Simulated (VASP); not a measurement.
# C (P6_3/mmc) in VASP: vibrations by perturbation theory with PBE

Aim: the vibrations by perturbation theory of C with PBE.

Everything below comes from runs of VASP 6.6.1. Logs are shortened: lines on timing, memory, paths and dates and some standing lists are left out, and cuts for length are marked.

**1. The cell of the first run**

It takes space group P6_3/mmc (No. 194, hexagonal). Conventional cell: a = 2.518 Å, b = 2.518 Å, c = 8.305 Å, α = 90.00°, β = 90.00°, γ = 120.00°. C (site symmetry 3m) has 4 C at 1.54 Å within 2.1 Å. C (site symmetry 3m) has 4 C at 1.54 to 1.57 Å within 2.1 Å.

**2. Vibrations by perturbation theory, PBE**

INCAR

```
ALGO     = Normal         # electronic algorithm
EDIFF    = 1E-8           # SCF threshold, eV
ENCUT    = 520            # plane-wave cutoff, eV
GGA      = PE             # functional
IBRION   = 8              # ionic algorithm
ISIF     = 2              # what is computed and relaxed
ISMEAR   = 0              # smearing method
LASPH    = T              # aspherical terms in the spheres
LCHARG   = F              # write CHGCAR
LREAL    = F              # projectors in reciprocal space
LWAVE    = F              # write WAVECAR
NBANDS   = 26             # bands
NELM     = 80             # most SCF steps
NSW      = 1              # ionic steps
PREC     = Accurate       # precision mode
SIGMA    = 0.05           # smearing width, eV
```

KPOINTS

```
k-points
0
Gamma
  12 12 4
```

POSCAR

```
C
1.0
    2.5180184915      0.0000000000      0.0000000000
   -1.2590092457      2.1806679808      0.0000000000
    0.0000000000      0.0000000000      8.3045881819
C
8
Direct
    0.0000000000      0.0000000000      0.0929681641
    0.0000000000      0.0000000000      0.5929681641
    0.0000000000      0.0000000000      0.4070318359
    0.0000000000      0.0000000000      0.9070318359
    0.3333333333      0.6666666667      0.1555285626
    0.6666666667      0.3333333333      0.6555285626
    0.3333333333      0.6666666667      0.3444714374
    0.6666666667      0.3333333333      0.8444714374
```

Potentials or basis: VASP PAW PBE potentials, release 64 (C).

On the command line:

```console
$ cat potpaw_PBE.64/C/POTCAR > POTCAR
$ mpirun -np 1 vasp_std > vasp.out
```

OUTCAR:

```text
EDIFF = 1E-8
   ENCUT = 520
   GGA = PE
   IBRION = 8
   ISIF = 2
   ISMEAR = 0
   LASPH = T
   LREAL = F
   NELM = 80
   NSW = 1
   PREC = Accurate

 ion  position               nearest neighbor table
   1  0.000  0.000  0.093-   5 1.54   5 1.54   5 1.54   4 1.54
   2  0.000  0.000  0.593-   6 1.54   6 1.54   6 1.54   3 1.54
   3  0.000  0.000  0.407-   7 1.54   7 1.54   7 1.54   2 1.54
   4  0.000  0.000  0.907-   8 1.54   8 1.54   8 1.54   1 1.54
   5  0.333  0.667  0.156-   1 1.54   1 1.54   1 1.54   7 1.57
   6  0.667  0.333  0.656-   2 1.54   2 1.54   2 1.54   8 1.57
   7  0.333  0.667  0.344-   3 1.54   3 1.54   3 1.54   5 1.57
   8  0.667  0.333  0.844-   4 1.54   4 1.54   4 1.54   6 1.57

  LATTYP: Found a hexagonal cell.
 ALAT       =     2.5180184915
 C/A-ratio  =     3.2980648116

  Lattice vectors:

 A1 = (   2.5180184915,   0.0000000000,   0.0000000000)
 A2 = (  -1.2590092457,   2.1806679808,   0.0000000000)
 A3 = (   0.0000000000,   0.0000000000,   8.3045881819)

Analysis of symmetry for initial positions (statically):
=====================================================================
[... 977 lines left out ...]
  4Y     0.000000    6.101101    0.000000    0.000000    0.023793    0.000000   -0.000000   -0.015113    0.000000   -0.000000  -37.634274    0.000000    0.000000    0.480900    0.000000   -0.000000   -0.081240    0.000000    0.000000    0.703856    0.000000    0.000000   30.420976   -0.000000
  4Z     0.000000    0.000000   12.988158    0.000000    0.000000    1.583199    0.000000    0.000000    0.209080    0.000000    0.000000  -48.763463    0.000000    0.000000    5.350473    0.000000    0.000000    5.674229   -0.000000   -0.000000   -0.377705   -0.000000    0.000000   23.336028
  5X    30.422297    0.000000   -0.000000    0.703822    0.000000   -0.000000   -0.077008   -0.000000    0.000000    0.484739    0.000000    0.000000  -37.212589   -0.000000    0.000000   -0.045945   -0.000000    0.000000    6.080524    0.000000   -0.000000   -0.355840   -0.000000    0.000000
  5Y     0.000000   30.422297    0.000000    0.000000    0.703822    0.000000   -0.000000   -0.077008    0.000000    0.000000    0.484739    0.000000   -0.000000  -37.212589    0.000000   -0.000000   -0.045945    0.000000    0.000000    6.080524    0.000000   -0.000000   -0.355840    0.000000
  5Z    -0.000000    0.000000   23.372865   -0.000000   -0.000000   -0.412265    0.000000    0.000000    5.669218    0.000000   -0.000000    5.353370    0.000000   -0.000000  -45.896521   -0.000000    0.000000    0.191740    0.000000    0.000000   10.946622    0.000000   -0.000000    0.774971
  6X     0.703822    0.000000    0.000000   30.422297    0.000000   -0.000000    0.484739    0.000000   -0.000000   -0.077008   -0.000000   -0.000000   -0.045945   -0.000000    0.000000  -37.212589   -0.000000    0.000000   -0.355840   -0.000000    0.000000    6.080524    0.000000    0.000000
  6Y     0.000000    0.703822   -0.000000    0.000000   30.422297    0.000000    0.000000    0.484739    0.000000   -0.000000   -0.077008    0.000000   -0.000000   -0.045945    0.000000   -0.000000  -37.212589    0.000000   -0.000000   -0.355840   -0.000000    0.000000    6.080524   -0.000000
  6Z    -0.000000    0.000000   -0.412265    0.000000   -0.000000   23.372865   -0.000000    0.000000    5.353370    0.000000    0.000000    5.669218    0.000000   -0.000000    0.191740    0.000000    0.000000  -45.896521   -0.000000    0.000000    0.774971   -0.000000    0.000000   10.946622
  7X    -0.077008   -0.000000   -0.000000    0.484739    0.000000   -0.000000   30.422297    0.000000   -0.000000    0.703822    0.000000    0.000000    6.080524    0.000000    0.000000   -0.355840   -0.000000    0.000000  -37.212589   -0.000000    0.000000   -0.045945   -0.000000    0.000000
  7Y    -0.000000   -0.077008    0.000000    0.000000    0.484739    0.000000    0.000000   30.422297    0.000000    0.000000    0.703822   -0.000000    0.000000    6.080524   -0.000000   -0.000000   -0.355840   -0.000000   -0.000000  -37.212589    0.000000   -0.000000   -0.045945    0.000000
  7Z     0.000000    0.000000    5.669218   -0.000000    0.000000    5.353370    0.000000   -0.000000   23.372865   -0.000000    0.000000   -0.412265   -0.000000    0.000000   10.946622   -0.000000    0.000000    0.774971    0.000000    0.000000  -45.896521    0.000000   -0.000000    0.191740
  8X     0.484739    0.000000    0.000000   -0.077008   -0.000000    0.000000    0.703822    0.000000   -0.000000   30.422297    0.000000   -0.000000   -0.355840   -0.000000    0.000000    6.080524    0.000000   -0.000000   -0.045945   -0.000000    0.000000  -37.212589   -0.000000    0.000000
  8Y     0.000000    0.484739    0.000000   -0.000000   -0.077008    0.000000    0.000000    0.703822    0.000000    0.000000   30.422297    0.000000   -0.000000   -0.355840    0.000000    0.000000    6.080524    0.000000   -0.000000   -0.045945    0.000000   -0.000000  -37.212589    0.000000
  8Z     0.000000   -0.000000    5.353370    0.000000    0.000000    5.669218   -0.000000   -0.000000   -0.412265   -0.000000    0.000000   23.372865    0.000000   -0.000000    0.774971    0.000000    0.000000   10.946622   -0.000000    0.000000    0.191740    0.000000   -0.000000  -45.896521

 Eigenvectors and eigenvalues of the dynamical matrix
 ----------------------------------------------------

   1 f  =   39.103210 THz   245.692714 2PiTHz 1304.342684 cm-1   161.717809 meV
             X         Y         Z           dx          dy          dz
      0.000000  0.000000  0.772062     0.000000   -0.000000    0.426176
      0.000000  0.000000  4.924356     0.000000   -0.000000   -0.426176
      0.000000  0.000000  3.380232    -0.000000    0.000000    0.426176
      0.000000  0.000000  7.532526    -0.000000    0.000000   -0.426176
     -0.000000  1.453779  1.291601    -0.000000    0.000000   -0.261484
      1.259009  0.726889  5.443895    -0.000000    0.000000    0.261484
     -0.000000  1.453779  2.860693     0.000000   -0.000000   -0.261484
      1.259009  0.726889  7.012988     0.000000   -0.000000    0.261484
[... 243 lines left out ...]
  24 f/i=    0.002658 THz     0.016700 2PiTHz    0.088655 cm-1     0.010992 meV
             X         Y         Z           dx          dy          dz
      0.000000  0.000000  0.772062     0.351673    0.036666    0.000000
      0.000000  0.000000  4.924356     0.351673    0.036666    0.000000
      0.000000  0.000000  3.380232     0.351673    0.036666    0.000000
      0.000000  0.000000  7.532526     0.351673    0.036666    0.000000
     -0.000000  1.453779  1.291601     0.351621    0.036661    0.000000
      1.259009  0.726889  5.443895     0.351621    0.036661    0.000000
     -0.000000  1.453779  2.860693     0.351621    0.036661    0.000000
      1.259009  0.726889  7.012988     0.351621    0.036661    0.000000

--------------------------------------------------------------------------------------------------------

 ELASTIC MODULI CONTR FROM IONIC RELAXATION (kBar)
 Direction    XX          YY          ZZ          XY          YZ          ZX
 --------------------------------------------------------------------------------
 XX         -68.5872     42.0359     11.9231     -0.0000     -0.0000     -0.0000
 YY          42.0359    -68.5872     11.9231     -0.0000     -0.0000      0.0000
 ZZ          11.9231     11.9231    -10.7778      0.0000     -0.0000     -0.0000
 XY          -0.0000     -0.0000      0.0000    -55.3116      0.0000     -0.0000
 YZ          -0.0000     -0.0000     -0.0000      0.0000    -44.4988     -0.0000
 ZX          -0.0000      0.0000     -0.0000     -0.0000     -0.0000    -36.7866
 --------------------------------------------------------------------------------
```

Run time: 13 min. Hardware: 1 thread of Intel Xeon 6975P-C (Granite Rapids), shared host; peak memory 0.64 GiB.

What came out:

```yaml
Highest_phonon_frequency_at_Γ: 1304 cm⁻¹
```

Phonon frequencies in cm⁻¹ (negative: imaginary):
| q point | frequencies |
| --- | --- |
| (0.000, 0.000, 0.000) | 0 0 0 389 389 408 408 535 535 692 701 1043 1195 1195 1232 1232 1240 1245 1245 1278 1282 1295 1295 1304 |
